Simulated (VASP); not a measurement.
# BaTiO3 (Pm-3m) in VASP: notebook

Runs on BaTiO3. Level: PBEsol. Tasks: single point, relaxation of cell and atoms.

Everything below comes from runs of VASP 6.6.1. Logs are shortened: lines on timing, memory, paths and dates and some standing lists are left out, and cuts for length are marked.

**1. The cell of the first run**

Symmetry: Pm-3m, No. 221, cubic system. Conventional cell: a = 3.970 Å, b = 3.970 Å, c = 3.970 Å, α = 90.00°, β = 90.00°, γ = 90.00°. Ba (site symmetry m-3m) has 12 O at 2.81 Å and 8 Ti at 3.44 Å within 3.7 Å. Ti (site symmetry m-3m) has 6 O at 1.98 Å within 2.6 Å. O (site symmetry 4/mmm) has 2 Ti at 1.98 Å within 2.6 Å.

**2. Single point, PBEsol**

The input, INCAR:

```
SYSTEM = BaTiO3
  PREC = Accurate
  ENCUT = 520
  EDIFF = 1E-7
  ISMEAR = 0
  SIGMA = 0.02
  LREAL = .False.
  LASPH = .True.
  NELM = 100
  ALGO = Normal
  ISIF = 2
  LWAVE = .False.
  LCHARG = .False.
  GGA = PS
  NBANDS = 28
```

The input, KPOINTS:

```
Automatic mesh
0
Gamma
  8 8 8
  0 0 0
```

The input, POSCAR:

```
BaTiO3
1.0
    3.9698681065      0.0000000000      0.0000000000
    0.0000000000      3.9698681065      0.0000000000
    0.0000000000      0.0000000000      3.9698681065
Ba Ti O
1 1 3
Direct
    0.5000000000      0.5000000000      0.5000000000
    0.0000000000      0.0000000000      0.0000000000
    0.5000000000      0.0000000000      0.0000000000
    0.0000000000      0.5000000000      0.0000000000
    0.0000000000      0.0000000000      0.5000000000
```

Potentials or basis: VASP PAW PBE potentials, release 64 (Ba_sv, Ti_sv, O).

Started as:

```sh
> cat potpaw_PBE.64/Ba_sv/POTCAR potpaw_PBE.64/Ti_sv/POTCAR potpaw_PBE.64/O/POTCAR > POTCAR
> mpirun -np 1 vasp_std > vasp.out
```

OUTCAR:

```text
SYSTEM = BaTiO3
   PREC = Accurate
   ENCUT = 520
   EDIFF = 1E-7
   ISMEAR = 0
   LREAL = .False.
   LASPH = .True.
   NELM = 100
   ISIF = 2
   GGA = PS

 ion  position               nearest neighbor table
   1  0.500  0.500  0.500-   3 2.81   4 2.81   5 2.81   3 2.81   4 2.81   3 2.81   5 2.81   3 2.81
                             4 2.81   5 2.81   4 2.81   5 2.81   2 3.44   2 3.44   2 3.44   2 3.44
   2  0.000  0.000  0.000-   3 1.98   4 1.98   5 1.98   5 1.98   4 1.98   3 1.98   1 3.44   1 3.44
                             1 3.44   1 3.44   1 3.44   1 3.44   1 3.44   1 3.44
   3  0.500  0.000  0.000-   2 1.98   2 1.98   1 2.81   1 2.81   1 2.81   1 2.81
   4  0.000  0.500  0.000-   2 1.98   2 1.98   1 2.81   1 2.81   1 2.81   1 2.81
   5  0.000  0.000  0.500-   2 1.98   2 1.98   1 2.81   1 2.81   1 2.81   1 2.81

  LATTYP: Found a simple cubic cell.
 ALAT       =     3.9698681065

  Lattice vectors:

 A1 = (   3.9698681065,   0.0000000000,   0.0000000000)
 A2 = (   0.0000000000,   3.9698681065,   0.0000000000)
 A3 = (   0.0000000000,   0.0000000000,   3.9698681065)

Analysis of symmetry for initial positions (statically):
=====================================================================
 Subroutine PRICEL returns:
 Original cell was already a primitive cell.

 Routine SETGRP: Setting up the symmetry group for a
 simple cubic supercell.

 Subroutine GETGRP returns: Found 48 space group operations
[... 9 lines left out ...]

 Routine SETGRP: Setting up the symmetry group for a
 simple cubic supercell.

 Subroutine GETGRP returns: Found 48 space group operations
[... 11 lines left out ...]
                                     Primitive cell

  volume of cell :      62.5645

  direct lattice vectors                    reciprocal lattice vectors
     3.969868106  0.000000000  0.000000000     0.251897537  0.000000000  0.000000000
     0.000000000  3.969868106  0.000000000     0.000000000  0.251897537  0.000000000
     0.000000000  0.000000000  3.969868106     0.000000000  0.000000000  0.251897537

  length of vectors
     3.969868106  3.969868106  3.969868106     0.251897537  0.251897537  0.251897537

  position of ions in fractional coordinates (direct lattice)
     0.500000000  0.500000000  0.500000000
     0.000000000  0.000000000  0.000000000
     0.500000000  0.000000000  0.000000000
     0.000000000  0.500000000  0.000000000
     0.000000000  0.000000000  0.500000000

  ion indices of the primitive-cell ions
   primitive index   ion index
                 1           1
                 2           2
                 3           3
                 4           4
                 5           5

----------------------------------------------------------------------------------------

 KPOINTS: Automatic mesh

Automatic generation of k-mesh.
 Grid dimensions read from file:
 generate k-points for:    8    8    8

 Generating k-lattice:

  Cartesian coordinates                     Fractional coordinates (reciprocal lattice)
     0.031487192  0.000000000  0.000000000     0.125000000  0.000000000  0.000000000
     0.000000000  0.031487192  0.000000000     0.000000000  0.125000000  0.000000000
     0.000000000  0.000000000  0.031487192     0.000000000  0.000000000  0.125000000

  Length of vectors
     0.031487192  0.031487192  0.031487192

  Shift w.r.t. Gamma in fractional coordinates (k-lattice)
     0.000000000  0.000000000  0.000000000

 Subroutine IBZKPT returns following result:
 ===========================================

 Found     35 irreducible k-points:

 Following reciprocal coordinates:
            Coordinates               Weight
  0.000000  0.000000  0.000000      1.000000
  0.125000  0.000000  0.000000      6.000000
  0.250000  0.000000  0.000000      6.000000
  0.375000  0.000000  0.000000      6.000000
  0.500000  0.000000  0.000000      3.000000
  0.125000  0.125000  0.000000     12.000000
[... 16 lines left out ...]
  0.375000  0.375000  0.125000     24.000000
  0.500000  0.375000  0.125000     24.000000
 [... further k-points ...]
   k-points           NKPTS =     35   k-points in BZ     NKDIM =     35   number of bands    NBANDS=     28
   number of dos      NEDOS =    301   number of ions     NIONS =      5
   total plane-waves  NPLWV =  27000
   dimension x,y,z NGX =    30 NGY =   30 NGZ =   30
   dimension x,y,z NGXF=    60 NGYF=   60 NGZF=   60
   ions per type =               1   1   3
   NGX,Y,Z   is equivalent  to a cutoff of  12.56, 12.56, 12.56 a.u.
   NGXF,Y,Z  is equivalent  to a cutoff of  25.13, 25.13, 25.13 a.u.
 SYSTEM =  BaTiO3
   PREC   = accura    normal or accurate (medium, high low for compatibility)
   ISTART =      0    job   : 0-new  1-cont  2-samecut
   ICHARG =      2    charge: 1-file 2-atom 10-const
   ISPIN  =      1    spin polarized calculation?
   LNONCOLLINEAR =      F non collinear calculations
   LSORBIT =      F    spin-orbit coupling
   LASPH  =      T    aspherical Exc in radial PAW
   ENCUT  =  520.0 eV  38.22 Ry    6.18 a.u.   7.38  7.38  7.38*2*pi/ulx,y,z
   NELM   =    100;   NELMIN=  2; NELMDL= -5     # of ELM steps
   EDIFF  = 0.1E-06   stopping-criterion for ELM
   LREAL  =      F    real-space projection
   EDIFFG = 0.1E-05   stopping-criterion for IOM
   NSW    =      0    number of steps for IOM
   IBRION =     -1    ionic relax: 0-MD 1-quasi-New 2-CG
   NFREE  =      0    steps in history (QN), initial steepest desc. (CG)
   ISIF   =      2    stress and relaxation
   ISYM   =      2    0-nonsym 1-usesym 2-fastsym
   POTIM  = 0.5000    time-step for ionic-motion
   TEBEG  =    0.0;   TEEND  =   0.0 temperature during run
   PSTRESS=    0.0 pullay stress
   NELECT =      40.0000    total number of electrons
   NUPDOWN=      -1.0000    fix difference up-down
   EMIN   =  10.00;   EMAX   =-10.00  energy-range for DOS
   EFERMI =   0.00;   METHOD = LEGACY
   ISMEAR =     0;   SIGMA  =   0.02  broadening in eV -4-tet -1-fermi 0-gaus
   EFERMI_NEDOS =   21; number of points for ismear=-14 and -15
   IALGO  =     38    algorithm
   IMIX   =      4    mixing-type and parameters
     AMIX     =   0.40;   BMIX     =  1.00
     AMIX_MAG =   1.60;   BMIX_MAG =  1.00
  volume/ion in A,a.u.               =      12.51        84.44
  Fermi-wavevector in a.u.,A,eV,Ry     =   1.410324  2.665125 27.062157  1.989012
  Thomas-Fermi vector in A             =   2.532289
   LORBIT       =      0    0 simple, 1 ext, 2 COOP (PROOUT), +10 PAW based schemes
   GGA     = PS    functional components
   LHFCALC =     F    Hartree Fock is set to
   AEXX    =    0.0000 exact exchange contribution
   IVDW    =     0    specifies the selected vdW correction
   LEPSILON=     F    determine dielectric tensor
   LRPA    =     F    only Hartree local field effects (RPA)
 non-spin polarized calculation
 Gauss-broadening in eV      SIGMA  =   0.02
  energy-cutoff  :      520.00
  volume of cell :       62.56
 maximum number of plane-waves:      1743
 NGX is ok and might be reduce to    30
   NGX = 15   NGY = 15   NGZ = 15

 number of electron      39.9999978 magnetization

 Free energy of the ion-electron system (eV)
  ---------------------------------------------------
  ext. energy  EPLUGINS =         0.00000000
  ---------------------------------------------------
  free energy    TOTEN  =       -41.97685127 eV

  energy without entropy =      -41.97685127  energy(sigma->0) =      -41.97685127

 E-fermi :   3.9889     XC(G=0): -11.6478

 val. band max:        3.8827953619   @ k =   0.5000   0.5000   0.5000
 cond. band min:       5.6278292651   @ k =   0.0000   0.0000   0.0000
 fundamental gap:      1.7450339032
 Fermi energy:         3.9888790454

 k-point     1 :       0.0000    0.0000    0.0000
  band No.  band energies     occupation
      1     -52.3833      2.00000
      2     -28.7217      2.00000
      3     -28.7217      2.00000
      4     -28.7217      2.00000
      5     -20.8234      2.00000
      6     -12.9878      2.00000
[... 20 lines left out ...]
     27       8.8231      0.00000
     28      11.3419      0.00000

 k-point     2 :       0.1250    0.0000    0.0000
  band No.  band energies     occupation
      1     -52.3831      2.00000
      2     -28.7306      2.00000
      3     -28.7213      2.00000
      4     -28.7213      2.00000
      5     -20.8033      2.00000
      6     -13.0007      2.00000
[... 20 lines left out ...]
     27       9.1465      0.00000
     28      11.7277      0.00000

 k-point     3 :       0.2500    0.0000    0.0000
  band No.  band energies     occupation
      1     -52.3826      2.00000
      2     -28.7522      2.00000
      3     -28.7204      2.00000
      4     -28.7204      2.00000
      5     -20.7540      2.00000
      6     -13.0865      2.00000
[... 20 lines left out ...]
     27      10.0011      0.00000
     28      12.3204      0.00000

 k-point     4 :       0.3750    0.0000    0.0000
  band No.  band energies     occupation
      1     -52.3822      2.00000
      2     -28.7737      2.00000
      3     -28.7196      2.00000
      4     -28.7196      2.00000
      5     -20.7036      2.00000
      6     -13.2156      2.00000
[... 578 lines left out ...]
     27      12.3080      0.00000
     28      12.5061      0.00000

 k-point    23 :       0.3750    0.3750    0.1250
  band No.  band energies     occupation
      1     -52.3810      2.00000
      2     -28.7701      2.00000
      3     -28.7696      2.00000
      4     -28.7263      2.00000
      5     -20.6104      2.00000
      6     -12.7353      2.00000
[... 20 lines left out ...]
     27      12.2384      0.00000
     28      12.8812      0.00000

 k-point    24 :       0.5000    0.3750    0.1250
  band No.  band energies     occupation
      1     -52.3808      2.00000
      2     -28.7785      2.00000
      3     -28.7693      2.00000
      4     -28.7259      2.00000
      5     -20.5964      2.00000
      6     -12.6772      2.00000
[... 20 lines left out ...]
     27      12.1466      0.00000
     28      13.0069      0.00000

 [... further k-points ...]

------------------------ aborting loop because EDIFF is reached ----------------------------------------

  FORCE on cell =-STRESS in cart. coord.  units (eV):
  Direction    XX          YY          ZZ          XY          YZ          ZX
  --------------------------------------------------------------------------------------
  -------------------------------------------------------------------------------------
  Total        0.7834382      0.7834382      0.7834382      0.0000000     -0.0000000      0.0000000
  in kB       20.0625932     20.0625932     20.0625932      0.0000000     -0.0000000      0.0000000
  external PRESSURE =      20.0625932 kB  Pullay stress =       0.0000000 kB

 VOLUME and BASIS-vectors are now :
 -----------------------------------------------------------------------------
  energy-cutoff  :      520.00
  volume of cell :       62.56
      direct lattice vectors                 reciprocal lattice vectors
     3.969868106  0.000000000  0.000000000     0.251897537  0.000000000  0.000000000
     0.000000000  3.969868106  0.000000000     0.000000000  0.251897537  0.000000000
     0.000000000  0.000000000  3.969868106     0.000000000  0.000000000  0.251897537

 POSITION                                       TOTAL-FORCE (eV/Angst)
 -----------------------------------------------------------------------------------
      1.98493      1.98493      1.98493         0.000000      0.000000      0.000000
      0.00000      0.00000      0.00000         0.000000      0.000000      0.000000
      1.98493      0.00000      0.00000         0.000000      0.000000      0.000000
      0.00000      1.98493      0.00000         0.000000      0.000000      0.000000
      0.00000      0.00000      1.98493         0.000000      0.000000      0.000000
 -----------------------------------------------------------------------------------
    total drift:                                0.000000     -0.000000      0.000000

  FREE ENERGIE OF THE ION-ELECTRON SYSTEM (eV)
  ---------------------------------------------------
  free  energy   TOTEN  =       -41.9768512724 eV

  energy  without entropy=      -41.9768512724  energy(sigma->0) =      -41.97685127
```

Run time: 29 s. Hardware: 1 thread of Intel Xeon 6975P-C (Granite Rapids), shared host; peak memory 0.2 GiB.

What came out:

| Item | Value |
| --- | --- |
| Free energy | -41.9769 eV |
| Pressure | 2.0 GPa |
| Band gap on the k mesh | 1.75 eV, indirect (least direct gap 1.87 eV) |

Caveat: the PAW data sets were made with another functional, which shifts forces and pressure a little; spin-orbit coupling is left out, which moves the levels of the heavy elements. A k mesh can miss the band edges.

**3. Relaxation of cell and atoms, PBEsol**

This run uses another cell than the first one, of 12.86 Å³/atom, 1.028 times its volume.

The input, INCAR:

```
  ALGO = Normal
  EDIFF = 1E-7
  EDIFFG = -0.005
  ENCUT = 600
  GGA = PS
  IBRION = 2
  ISIF = 3
  ISMEAR = 0
  LASPH = T
  LCHARG = F
  LREAL = F
  LWAVE = F
  NELM = 60
  NSW = 100
  PREC = Accurate
  SIGMA = 0.02
```

The input, KPOINTS:

```
k-points
0
Gamma
  8 8 8
```

POSCAR: that of step 2 with these lines changed.

```diff
@@ -2,5 +2,5 @@
 1.0
-    3.9698681065      0.0000000000      0.0000000000
-    0.0000000000      3.9698681065      0.0000000000
-    0.0000000000      0.0000000000      3.9698681065
+    4.0060000000      0.0000000000      0.0000000000
+    0.0000000000      4.0060000000      0.0000000000
+    0.0000000000      0.0000000000      4.0060000000
 Ba Ti O
```

Potentials or basis: VASP PAW PBE potentials, release 64 (Ba_sv, Ti_sv, O).

Started as:

```sh
> cat potpaw_PBE.64/Ba_sv/POTCAR potpaw_PBE.64/Ti_sv/POTCAR potpaw_PBE.64/O/POTCAR > POTCAR
> mpirun -np 1 vasp_std > vasp.out
```

OUTCAR:

```text
EDIFF = 1E-7
   EDIFFG = -0.005
   ENCUT = 600
   GGA = PS
   IBRION = 2
   ISIF = 3
   ISMEAR = 0
   LASPH = T
   LREAL = F
   NELM = 60
   NSW = 100
   PREC = Accurate

 ion  position               nearest neighbor table
   1  0.500  0.500  0.500-   3 2.83   4 2.83   5 2.83   3 2.83   4 2.83   3 2.83   5 2.83   3 2.83
                             4 2.83   5 2.83   4 2.83   5 2.83   2 3.47   2 3.47   2 3.47   2 3.47
   2  0.000  0.000  0.000-   3 2.00   4 2.00   5 2.00   5 2.00   4 2.00   3 2.00   1 3.47   1 3.47
                             1 3.47   1 3.47   1 3.47   1 3.47   1 3.47   1 3.47
   3  0.500  0.000  0.000-   2 2.00   2 2.00   1 2.83   1 2.83   1 2.83   1 2.83
   4  0.000  0.500  0.000-   2 2.00   2 2.00   1 2.83   1 2.83   1 2.83   1 2.83
   5  0.000  0.000  0.500-   2 2.00   2 2.00   1 2.83   1 2.83   1 2.83   1 2.83

  LATTYP: Found a simple cubic cell.
 ALAT       =     4.0060000000

  Lattice vectors:

 A1 = (   4.0060000000,   0.0000000000,   0.0000000000)
 A2 = (   0.0000000000,   4.0060000000,   0.0000000000)
[... 272 lines left out ...]

 val. band max:        3.8024825250   @ k =   0.5000   0.5000   0.5000
 cond. band min:       5.5303217036   @ k =   0.0000   0.0000   0.0000
 fundamental gap:      1.7278391787
 Fermi energy:         3.9187396753

 k-point     1 :       0.0000    0.0000    0.0000
  band No.  band energies     occupation
      1     -52.5050      2.00000
      2     -28.8377      2.00000
      3     -28.8377      2.00000
      4     -28.8377      2.00000
      5     -20.9229      2.00000
      6     -13.0460      2.00000
[... 637 lines left out ...]
     23       7.7159      0.00000
     24       9.1605      0.00000

 [... further k-points ...]

------------------------ aborting loop because EDIFF is reached ----------------------------------------

  FORCE on cell =-STRESS in cart. coord.  units (eV):
  Direction    XX          YY          ZZ          XY          YZ          ZX
  --------------------------------------------------------------------------------------
  -------------------------------------------------------------------------------------
  Total       -0.0016673     -0.0016673     -0.0016673      0.0000000     -0.0000000      0.0000000
  in kB       -0.0422744     -0.0422744     -0.0422744      0.0000000     -0.0000000      0.0000000
  external PRESSURE =      -0.0422744 kB  Pullay stress =       0.0000000 kB
[... 20 lines left out ...]
  FREE ENERGIE OF THE ION-ELECTRON SYSTEM (eV)
  ---------------------------------------------------
  free  energy   TOTEN  =       -41.9894388563 eV

  energy  without entropy=      -41.9894388563  energy(sigma->0) =      -41.98943886

 reached required accuracy - stopping structural energy minimisation
```

OSZICAR:

```text
N       E                     dE             d eps       ncg     rms          rms(c)
DAV:   1     0.478138266601E+03    0.47814E+03   -0.22892E+04  1680   0.198E+03
DAV:   2    -0.103831150977E+01   -0.47918E+03   -0.47194E+03  2080   0.501E+02
DAV:   3    -0.500919964136E+02   -0.49054E+02   -0.46526E+02  2056   0.152E+02
[... 34 lines left out ...]
DAV:   6    -0.419893083581E+02   -0.41947E-03   -0.10170E-03  2416   0.162E-01    0.732E-02
DAV:   7    -0.419894354907E+02   -0.12713E-03   -0.25950E-04  2400   0.980E-02    0.180E-02
DAV:   8    -0.419894386960E+02   -0.32053E-05   -0.20261E-05  2152   0.277E-02    0.969E-03
DAV:   9    -0.419894387739E+02   -0.77883E-07   -0.38702E-06  2168   0.138E-02    0.120E-03
DAV:  10    -0.419894389064E+02   -0.13247E-06   -0.35300E-07  1848   0.341E-03    0.437E-04
DAV:  11    -0.419894388563E+02    0.50100E-07   -0.20186E-08   904   0.118E-03
   3 F= -.41989439E+02 E0= -.41989439E+02  d E =-.102889E-01
```

CONTCAR:

```text
BaTiO3
   1.00000000000000
     3.9830828987376758   -0.0000000000000000    0.0000000000000000
     0.0000000000000000    3.9830828987376758    0.0000000000000000
    -0.0000000000000000    0.0000000000000000    3.9830828987376758
  Ba              Ti              O
     1     1     3
Direct
     0.5000000000000000    0.5000000000000000    0.5000000000000000
     0.0000000000000000    0.0000000000000000    0.0000000000000000
     0.5000000000000000    0.0000000000000000    0.0000000000000000
     0.0000000000000000    0.5000000000000000    0.0000000000000000
     0.0000000000000000    0.0000000000000000    0.5000000000000000

  0.00000000E+00  0.00000000E+00  0.00000000E+00
  0.00000000E+00  0.00000000E+00  0.00000000E+00
  0.00000000E+00  0.00000000E+00  0.00000000E+00
  0.00000000E+00  0.00000000E+00  0.00000000E+00
  0.00000000E+00  0.00000000E+00  0.00000000E+00
```

Run time: 53 s. Hardware: 1 thread of Intel Xeon 6975P-C (Granite Rapids), shared host; peak memory 0.23 GiB.

Results:

* Free energy: -41.9894 eV
* Relaxed volume: 12.64 Å³/atom
* Relaxed cell: a = 3.983 Å, b = 3.983 Å, c = 3.983 Å, α = 90.00°, β = 90.00°, γ = 90.00°
* Space group after relaxing (to 0.05 Å): Pm-3m (No. 221)
* Energy gained by relaxing: 2.1 meV/atom
* Ionic steps: 3
* Pressure after relaxing: 0.0 GPa
* Band gap on the k mesh: 1.73 eV, indirect (least direct gap 1.86 eV)

The path:
| step | energy change (eV) | largest force (eV/Å) | pressure (GPa) | volume (Å³) |
| --- | --- | --- | --- | --- |
| 1 | 0.0000 | 0.0000 | -2.94 | 64.29 |
| 2 | 0.0001 | 0.0000 | 3.16 | 62.12 |
| 3 | -0.0103 | 0.0000 | 0.00 | 63.19 |

Final structure:
```cif
data_structure
_symmetry_space_group_name_H-M 'P 1'
_symmetry_Int_Tables_number 1
_cell_length_a 3.9831
_cell_length_b 3.9831
_cell_length_c 3.9831
_cell_angle_alpha 90.000
_cell_angle_beta 90.000
_cell_angle_gamma 90.000
_cell_volume 63.19
loop_
_atom_site_label
_atom_site_type_symbol
_atom_site_fract_x
_atom_site_fract_y
_atom_site_fract_z
_atom_site_occupancy
Ba1 Ba 0.50000 0.50000 0.50000 1
Ti1 Ti 0.00000 0.00000 0.00000 1
O1 O 0.50000 0.00000 0.00000 1
O2 O 0.00000 0.50000 0.00000 1
O3 O 0.00000 0.00000 0.50000 1
```

Levels at points of the mesh, in eV from the valence-band top:
| k point | band 17 | band 18 | band 19 | band 20 | band 21 | band 22 | band 23 | band 24 |
| --- | --- | --- | --- | --- | --- | --- | --- | --- |
| (0.00, 0.00, 0.00) | -1.13 | -0.13 | -0.13 | -0.13 | 1.73 | 1.73 | 1.73 | 4.04 |
| (0.50, 0.00, 0.00) | -1.87 | -1.87 | -0.72 | -0.72 | 1.90 | 3.56 | 3.56 | 4.05 |
| (0.50, 0.50, 0.00) | -1.74 | -0.87 | -0.87 | -0.09 | 3.57 | 3.57 | 3.99 | 4.91 |
| (0.50, 0.50, 0.50) | -2.41 | 0.00 | 0.00 | 0.00 | 4.26 | 4.26 | 4.26 | 6.70 |

Caveat: the PAW data sets were made with another functional, which shifts forces and pressure a little; spin-orbit coupling is left out, which moves the levels of the heavy elements. A k mesh can miss the band edges.
